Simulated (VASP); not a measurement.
# Ni (Fm-3m) in VASP: notebook, part 2 of 3

VASP 6.6.1.

**3. Single point, LDA, collinear spin, ferromagnetic start (volume scaled by 0.96)**

The input, INCAR:

```
SYSTEM = Ni
ALGO     = Normal         ! electronic algorithm
EDIFF    = 1E-7           ! SCF threshold, eV
ENCUT    = 520            ! plane-wave cutoff, eV
GGA      = CA             ! functional
ISIF     = 2              ! what is computed and relaxed
ISMEAR   = -1             ! smearing method
ISPIN    = 2              ! spin polarisation
LASPH    = .TRUE.         ! aspherical terms in the spheres
LCHARG   = .FALSE.        ! write CHGCAR
LMAXMIX  = 4              ! l up to which the mixer works
LORBIT   = 11             ! projections on sites
LREAL    = .FALSE.        ! projectors in reciprocal space
LWAVE    = .FALSE.        ! write WAVECAR
MAGMOM   = 1              ! initial moments
NBANDS   = 15             ! bands
NELM     = 150            ! most SCF steps
PREC     = Accurate       ! precision mode
SIGMA    = 0.05           ! smearing width, eV
```

The input, KPOINTS:

```
k-points
0
G
  13 13 13
  0 0 0
```

The input, POSCAR:

```
Ni
1.0
    0.0000000000      1.7140893390      1.7140893390
    1.7140893390      0.0000000000      1.7140893390
    1.7140893390      1.7140893390      0.0000000000
Ni
1
Direct
    0.0000000000      0.0000000000      0.0000000000
```

Potentials or basis: VASP PAW LDA potentials, release 64 (Ni).

Started as:

```sh
$ cat potpaw_LDA.64/Ni/POTCAR > POTCAR
$ mpirun -np 1 vasp_std > vasp.out
```

OUTCAR:

```text
SYSTEM = Ni
   EDIFF = 1E-7
   ENCUT = 520
   GGA = CA
   ISIF = 2
   ISMEAR = -1
   ISPIN = 2
   LASPH = .TRUE.
   LORBIT = 11
   LREAL = .FALSE.
   NELM = 150
   PREC = Accurate

 ion  position               nearest neighbor table
   1  0.000  0.000  0.000-

  LATTYP: Found a face centered cubic cell.
 ALAT       =     3.4281786780

  Lattice vectors:

 A1 = (   0.0000000000,   1.7140893390,   1.7140893390)
 A2 = (   1.7140893390,   0.0000000000,   1.7140893390)
 A3 = (   1.7140893390,   1.7140893390,   0.0000000000)

Analysis of symmetry for initial positions (statically):
=====================================================================
 Subroutine PRICEL returns:
 Original cell was already a primitive cell.

 Routine SETGRP: Setting up the symmetry group for a
 face centered cubic supercell.

 Subroutine GETGRP returns: Found 48 space group operations
 (whereof 48 operations were pure point group operations)
 out of a pool of 48 trial point group operations.

The static configuration has the point symmetry O_h .

Analysis of symmetry for dynamics (positions and initial velocities):
=====================================================================
 Subroutine PRICEL returns:
 Original cell was already a primitive cell.

 Routine SETGRP: Setting up the symmetry group for a
 face centered cubic supercell.

 Subroutine GETGRP returns: Found 48 space group operations
 (whereof 48 operations were pure point group operations)
 out of a pool of 48 trial point group operations.

The dynamic configuration has the point symmetry O_h .

Analysis of structural, dynamic, and magnetic symmetry:
=====================================================================
 Subroutine PRICEL returns:
 Original cell was already a primitive cell.

 Routine SETGRP: Setting up the symmetry group for a
 face centered cubic supercell.

 Subroutine GETGRP returns: Found 48 space group operations
 (whereof 48 operations were pure point group operations)
 out of a pool of 48 trial point group operations.

The overall configuration has the point symmetry O_h .

 Subroutine INISYM returns: Found 48 space group operations
 (whereof 48 operations are pure point group operations),
 and found     1 'primitive' translations

----------------------------------------------------------------------------------------

                                     Primitive cell

  volume of cell :      10.0723

  direct lattice vectors                    reciprocal lattice vectors
     0.000000000  1.714089339  1.714089339    -0.291700082  0.291700082  0.291700082
     1.714089339  0.000000000  1.714089339     0.291700082 -0.291700082  0.291700082
     1.714089339  1.714089339  0.000000000     0.291700082  0.291700082 -0.291700082

  length of vectors
     2.424088390  2.424088390  2.424088390     0.505239362  0.505239362  0.505239362

  position of ions in fractional coordinates (direct lattice)
     0.000000000  0.000000000  0.000000000

  ion indices of the primitive-cell ions
   primitive index   ion index
                 1           1

----------------------------------------------------------------------------------------

 KPOINTS: k-points

Automatic generation of k-mesh.
 Grid dimensions read from file:
 generate k-points for:   13   13   13

 Generating k-lattice:

  Cartesian coordinates                     Fractional coordinates (reciprocal lattice)
[... 65 lines left out ...]
   NFREE  =      0    steps in history (QN), initial steepest desc. (CG)
   ISIF   =      2    stress and relaxation
   ISYM   =      2    0-nonsym 1-usesym 2-fastsym
   POTIM  = 0.5000    time-step for ionic-motion
   TEBEG  =    0.0;   TEEND  =   0.0 temperature during run
   PSTRESS=    0.0 pullay stress
   NELECT =      10.0000    total number of electrons
   NUPDOWN=      -1.0000    fix difference up-down
   EMIN   =  10.00;   EMAX   =-10.00  energy-range for DOS
   EFERMI =   0.00;   METHOD = LEGACY
   ISMEAR =    -1;   SIGMA  =   0.05  broadening in eV -4-tet -1-fermi 0-gaus
   EFERMI_NEDOS =   21; number of points for ismear=-14 and -15
   IALGO  =     38    algorithm
   IMIX   =      4    mixing-type and parameters
     AMIX     =   0.40;   BMIX     =  1.00
     AMIX_MAG =   1.60;   BMIX_MAG =  1.00
  volume/ion in A,a.u.               =      10.07        67.97
  Fermi-wavevector in a.u.,A,eV,Ry     =   1.633170  3.086244 36.290059  2.667244
  Thomas-Fermi vector in A             =   2.725019
   LORBIT       =     11    0 simple, 1 ext, 2 COOP (PROOUT), +10 PAW based schemes
   GGA     = CA    functional components
   LHFCALC =     F    Hartree Fock is set to
   AEXX    =    0.0000 exact exchange contribution
   IVDW    =     0    specifies the selected vdW correction
   LEPSILON=     F    determine dielectric tensor
   LRPA    =     F    only Hartree local field effects (RPA)
 spin polarized calculation
  energy-cutoff  :      520.00
  volume of cell :       10.07
 maximum number of plane-waves:       290
 NGX is ok and might be reduce to    18
   NGX =  9   NGY =  9   NGZ =  9

 number of electron      10.0000000 magnetization       1.0000000

 number of electron       9.9999990 magnetization       0.6138009

 Free energy of the ion-electron system (eV)
  ---------------------------------------------------
  ext. energy  EPLUGINS =         0.00000000
  ---------------------------------------------------
  free energy    TOTEN  =        -6.58800317 eV

  energy without entropy =       -6.57532450  energy(sigma->0) =       -6.58166384

 E-fermi :  10.1686     XC(G=0): -14.0759

 val. band max:       10.1676143398   @ k =  -0.2308   0.3846   0.1538
 cond. band min:      10.1685786076   @ k =   0.4615   0.3846   0.0769
 fundamental gap:      0.0009642678
 Fermi energy:        10.1685755802

 spin component 1

 k-point     1 :       0.0000    0.0000    0.0000
  band No.  band energies     occupation
      1       0.6360      1.00000
      2       7.6074      1.00000
      3       7.6074      1.00000
      4       7.6074      1.00000
      5       8.8943      1.00000
      6       8.8943      1.00000
      7      34.5928      0.00000
      8      38.9648      0.00000
      9      38.9648      0.00000
     10      38.9648      0.00000
     11      42.2114      0.00000
     12      42.2114      0.00000
     13      42.2114      0.00000
     14      45.1915      0.00000
[... 403 lines left out ...]
      4       8.0411      1.00000
      5       9.7007      0.99991
      6      11.1645      0.00000
      7      18.6771      0.00000
      8      29.8609      0.00000
      9      31.6794      0.00000
     10      33.9067      0.00000
     11      44.1789      0.00000
     12      44.4816      0.00000
     13      47.7549      0.00000
     14      51.0104      0.00000
     15      56.4081      0.00000

 [... further k-points ...]

 spin component 2

 k-point     1 :       0.0000    0.0000    0.0000
  band No.  band energies     occupation
      1       0.6901      1.00000
      2       8.2303      1.00000
      3       8.2303      1.00000
      4       8.2303      1.00000
      5       9.4710      1.00000
      6       9.4710      1.00000
      7      34.5905      0.00000
      8      39.0201      0.00000
      9      39.0201      0.00000
     10      39.0201      0.00000
     11      42.3923      0.00000
     12      42.3923      0.00000
     13      42.3923      0.00000
     14      45.1789      0.00000
[... 403 lines left out ...]
      4       8.6190      1.00000
      5      10.3624      0.02030
      6      11.6049      0.00000
      7      18.9616      0.00000
      8      29.9797      0.00000
      9      31.8157      0.00000
     10      34.0267      0.00000
     11      44.2596      0.00000
     12      44.5912      0.00000
     13      47.8703      0.00000
     14      51.3373      0.00000
     15      57.6809      0.00000

 [... further k-points ...]
[... 5 lines left out ...]
  --------------------------------------------------------------------------------------
  -------------------------------------------------------------------------------------
  Total       -0.0617671     -0.0617671     -0.0617671     -0.0000000      0.0000000      0.0000000
  in kB       -9.8251084     -9.8251084     -9.8251084     -0.0000000      0.0000000      0.0000000
  external PRESSURE =      -9.8251084 kB  Pullay stress =       0.0000000 kB

 VOLUME and BASIS-vectors are now :
 -----------------------------------------------------------------------------
  energy-cutoff  :      520.00
  volume of cell :       10.07
      direct lattice vectors                 reciprocal lattice vectors
     0.000000000  1.714089339  1.714089339    -0.291700082  0.291700082  0.291700082
     1.714089339  0.000000000  1.714089339     0.291700082 -0.291700082  0.291700082
     1.714089339  1.714089339  0.000000000     0.291700082  0.291700082 -0.291700082

 POSITION                                       TOTAL-FORCE (eV/Angst)
 -----------------------------------------------------------------------------------
      0.00000      0.00000      0.00000        -0.000000     -0.000000     -0.000000
 -----------------------------------------------------------------------------------
    total drift:                                0.000000     -0.000000      0.000000

  FREE ENERGIE OF THE ION-ELECTRON SYSTEM (eV)
  ---------------------------------------------------
  free  energy   TOTEN  =        -6.5880031684 eV

  energy  without entropy=       -6.5753245032  energy(sigma->0) =       -6.58166384

 total charge

# of ion       s       p       d       tot
------------------------------------------
    1        0.534   0.569   8.364   9.467

 magnetization (x)

# of ion       s       p       d       tot
------------------------------------------
    1       -0.003  -0.017   0.633   0.613
```

Run time: 32 s. Hardware: 1 thread of AMD EPYC 7R43 (Zen 3), shared host; peak memory 0.09 GiB.

Results:

| Property | Result |
| --- | --- |
| Free energy | -6.5880 eV |
| Pressure | -1.0 GPa |
| Net moment | 0.61 μB per cell |
| Site moments | Ni +0.61 μB |
| Valence electrons inside the program's atomic spheres | Ni 9.47 |

**4. Single point, LDA, collinear spin, ferromagnetic start (volume scaled by 0.98)**

The input, INCAR:

```
SYSTEM = Ni
PREC = Accurate ; ENCUT = 520
EDIFF = 1E-6 ; ISMEAR = -1
SIGMA = 0.05 ; LREAL = .FALSE.
LASPH = .TRUE. ; NELM = 150
ALGO = Normal ; ISIF = 2
LWAVE = .FALSE. ; LCHARG = .FALSE.
ISPIN = 2 ; MAGMOM = 1
LORBIT = 11 ; LMAXMIX = 4
NBANDS = 15
```

The input, KPOINTS:

```
regular mesh
0
G
  13 13 13
  0 0 0
```

The input, POSCAR:

```
Ni
1.0
    0.0000000000      1.7259110183      1.7259110183
    1.7259110183      0.0000000000      1.7259110183
    1.7259110183      1.7259110183      0.0000000000
Ni
1
Direct
    0.0000000000      0.0000000000      0.0000000000
```

Started as:

```sh
$ cat potpaw_LDA.64/Ni/POTCAR > POTCAR
$ mpirun -np 1 vasp_std > vasp.out
```

Run time: 33 s. Hardware: 1 thread of AMD EPYC 7R43 (Zen 3), shared host; peak memory 0.09 GiB.

Results (log left out):

* Free energy: -6.5835 eV
* Pressure: -5.9 GPa
* Net moment: 0.61 μB per cell
* Site moments: Ni +0.61 μB
* Valence electrons inside the program's atomic spheres: Ni 9.43

Levels at points of the mesh, in eV from the Fermi level:
Spin up:
```
           k point  band 2  band 3  band 4  band 5  band 6  band 7  band 8  band 9
(0.00, 0.00, 0.00)   -2.50   -2.50   -2.50   -1.25   -1.25   24.25   28.46   28.46
```
Spin down:
```csv
k point,band 3,band 4,band 5,band 6,band 7,band 8
"(0.00, 0.00, 0.00)",-1.88,-1.88,-0.68,-0.68,24.25,28.51
```

**5. Single point, LDA, collinear spin, ferromagnetic start (volume scaled by 1.02)**

The input, INCAR:

```
PREC     = Accurate       # precision mode
ENCUT    = 520            # plane-wave cutoff, eV
EDIFF    = 1E-6           # SCF threshold, eV
ISMEAR   = -1             # smearing method
SIGMA    = 0.05           # smearing width, eV
LREAL    = F              # projectors in reciprocal space
LASPH    = T              # aspherical terms in the spheres
NELM     = 150            # most SCF steps
ALGO     = Fast           # electronic algorithm
ISIF     = 2              # what is computed and relaxed
LWAVE    = F              # write WAVECAR
LCHARG   = T              # write CHGCAR
ISPIN    = 2              # spin polarisation
MAGMOM   = 1              # initial moments
LORBIT   = 11             # projections on sites
LMAXMIX  = 4              # l up to which the mixer works
GGA      = CA             # functional
LELF     = T              # ELF
LVHAR    = T            
NBANDS   = 15             # bands
```

The input, KPOINTS:

```
regular mesh
0
Gamma
  13 13 13
```

The input, POSCAR:

```
Ni
1.0
    0.0000000000      1.7490803739      1.7490803739
    1.7490803739      0.0000000000      1.7490803739
    1.7490803739      1.7490803739      0.0000000000
Ni
1
Direct
    0.0000000000      0.0000000000      0.0000000000
```

Potentials or basis: VASP PAW LDA potentials, release 64 (Ni).

Started as:

```sh
$ cat potpaw_LDA.64/Ni/POTCAR > POTCAR
$ mpirun -np 1 vasp_std > vasp.out
```

OUTCAR:

```text
PREC = Accurate
   ENCUT = 520
   EDIFF = 1E-6
   ISMEAR = -1
   LREAL = F
   LASPH = T
   NELM = 150
   ISIF = 2
   ISPIN = 2
   LORBIT = 11
   GGA = CA

 ion  position               nearest neighbor table
   1  0.000  0.000  0.000-

  LATTYP: Found a face centered cubic cell.
 ALAT       =     3.4981607478

  Lattice vectors:

 A1 = (   0.0000000000,   1.7490803739,   1.7490803739)
 A2 = (   1.7490803739,   0.0000000000,   1.7490803739)
 A3 = (   1.7490803739,   1.7490803739,   0.0000000000)

Analysis of symmetry for initial positions (statically):
[... 1069 lines left out ...]
  -------------------------------------------------------------------------------------
  Total       -0.9347386     -0.9347386     -0.9347386     -0.0000000      0.0000000      0.0000000
  in kB     -139.9398725   -139.9398725   -139.9398725     -0.0000000      0.0000000      0.0000000
  external PRESSURE =    -139.9398725 kB  Pullay stress =       0.0000000 kB

 VOLUME and BASIS-vectors are now :
 -----------------------------------------------------------------------------
  energy-cutoff  :      520.00
  volume of cell :       10.70
      direct lattice vectors                 reciprocal lattice vectors
     0.000000000  1.749080374  1.749080374    -0.285864508  0.285864508  0.285864508
     1.749080374  0.000000000  1.749080374     0.285864508 -0.285864508  0.285864508
     1.749080374  1.749080374  0.000000000     0.285864508  0.285864508 -0.285864508

 POSITION                                       TOTAL-FORCE (eV/Angst)
 -----------------------------------------------------------------------------------
      0.00000      0.00000      0.00000        -0.000000     -0.000000      0.000000
 -----------------------------------------------------------------------------------
    total drift:                                0.000000     -0.000000      0.000000

  FREE ENERGIE OF THE ION-ELECTRON SYSTEM (eV)
  ---------------------------------------------------
  free  energy   TOTEN  =        -6.5571559919 eV

  energy  without entropy=       -6.5433761831  energy(sigma->0) =       -6.55026609

 total charge

# of ion       s       p       d       tot
------------------------------------------
    1        0.506   0.511   8.332   9.350

 magnetization (x)

# of ion       s       p       d       tot
------------------------------------------
    1       -0.004  -0.017   0.640   0.619
```

OSZICAR:

```text
N       E                     dE             d eps       ncg     rms          rms(c)
DAV:   1     0.320865034197E+02    0.32087E+02   -0.41673E+03  5367   0.859E+02
DAV:   2    -0.620840847649E+01   -0.38295E+02   -0.35422E+02  5789   0.163E+02
DAV:   3    -0.766175911087E+01   -0.14534E+01   -0.14398E+01  6048   0.309E+01
DAV:   4    -0.767076707024E+01   -0.90080E-02   -0.90065E-02  6302   0.233E+00
DAV:   5    -0.767087005467E+01   -0.10298E-03   -0.10298E-03  6100   0.225E-01    0.103E+01
RMM:   6    -0.693477274814E+01    0.73610E+00   -0.17312E+00  6790   0.140E+01    0.654E+00
RMM:   7    -0.658351870615E+01    0.35125E+00   -0.21279E-01  6715   0.481E+00    0.206E+00
RMM:   8    -0.656041248956E+01    0.23106E-01   -0.52405E-03  7779   0.422E-01    0.903E-01
RMM:   9    -0.655791737261E+01    0.24951E-02   -0.64041E-04  7834   0.200E-01    0.234E-01
RMM:  10    -0.655720591270E+01    0.71146E-03   -0.20231E-04  7360   0.155E-01    0.512E-02
RMM:  11    -0.655715382321E+01    0.52089E-04   -0.52593E-05  7761   0.590E-02    0.377E-02
RMM:  12    -0.655715590619E+01   -0.20830E-05   -0.10467E-05  7721   0.198E-02    0.744E-03
RMM:  13    -0.655715599194E+01   -0.85746E-07   -0.10078E-06  5061   0.752E-03
   1 F= -.65571560E+01 E0= -.65502661E+01  d E =-.137798E-01  mag=     0.6159
```

stdout:

```text
POSCAR found type information on POSCAR Ni
 POSCAR found :  1 types and       1 ions
 scaLAPACK will be used
 LDA part: xc-table for (Slater(with rela. corr.)+CA(PZ))
 , standard interpolation
 POSCAR, INCAR and KPOINTS ok, starting setup
 FFT: planning ... GRIDC
 FFT: planning ... GRID_SOFT
 FFT: planning ... GRID
 WAVECAR not read
 entering main loop
WARNING in EDDRMM: call to ZHEGV failed, returncode =   8  4     11
```

Wall time 35 s (1 thread of AMD EPYC 7R43 (Zen 3), shared host); peak memory 0.09 GiB.

What came out:

```yaml
Free_energy: -6.5572 eV
Pressure: -14.0 GPa
Net_moment: 0.62 μB per cell
Site_moments: Ni +0.62 μB
Valence_electrons_inside_the_program's_atomic_spheres: Ni 9.35
```

(Part 2 of 3 ends here.)
